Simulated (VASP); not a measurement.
Set up this calculation in VASP 6.6.1, as the native input.

- Task: electric field gradients
- Functional: PBEsol
- Potentials or basis: VASP PAW PBE potentials, release 64 (Al, N)
- Cutoff: 520 eV
- k mesh: 11 × 11 × 6
- Occupations: fermi-dirac, width 0.02 eV
- Spin: no spin polarisation
- Dipole correction: no
- Further INCAR settings: ALGO = Normal; EDIFF = 1e-08; NBANDS = 16

The structure of AlN lies in POSCAR:

```
AlN
1.0
    3.0901223134      0.0000000000      0.0000000000
   -1.5450611567      2.6761244242      0.0000000000
    0.0000000000      0.0000000000      4.9445895974
Al N
2 2
Direct
    0.3333333333      0.6666666667      0.0000000000
    0.6666666667      0.3333333333      0.5000000000
    0.3333333333      0.6666666667      0.3850000000
    0.6666666667      0.3333333333      0.8850000000
```

One way to write it, as run:

INCAR

```
PREC     = Accurate       # precision mode
ENCUT    = 520            # plane-wave cutoff, eV
EDIFF    = 1E-8           # SCF threshold, eV
ISMEAR   = -1             # smearing method
SIGMA    = 0.02           # smearing width, eV
LREAL    = False          # projectors in reciprocal space
LASPH    = True           # aspherical terms in the spheres
NELM     = 60             # most SCF steps
ALGO     = Normal         # electronic algorithm
ISIF     = 2              # what is computed and relaxed
LWAVE    = False          # write WAVECAR
LCHARG   = False          # write CHGCAR
GGA      = PS             # functional
LEFG     = True         
NBANDS   = 16             # bands
```

KPOINTS

```
regular mesh
0
Gamma
  11 11 6
```

Potentials or basis: VASP PAW PBE potentials, release 64 (Al, N).

The run is started by

```console
$ cat potpaw_PBE.64/Al/POTCAR potpaw_PBE.64/N/POTCAR > POTCAR
$ mpirun -np 1 vasp_std > vasp.out
```

Results of the run:

The pressure is 4.8 GPa, the largest force is 0.179 eV/Å and the band gap on the k mesh is 4.27 eV. The largest electric field gradient by atom is Al +8.7; N +0.9 V/Å².

Caveat: the cell stands under pressure; without QUAD_EFG the Cq values of the log hold for a quadrupole moment of 1 mb, not for the nuclei; the PAW data sets were made with another functional, which shifts forces and pressure a little; an odd mesh through Γ misses points on the zone boundary, where band edges can lie.

It took 55 s on 1 thread of Intel Xeon 8259CL, on a shared host, peak memory 0.17 GiB.
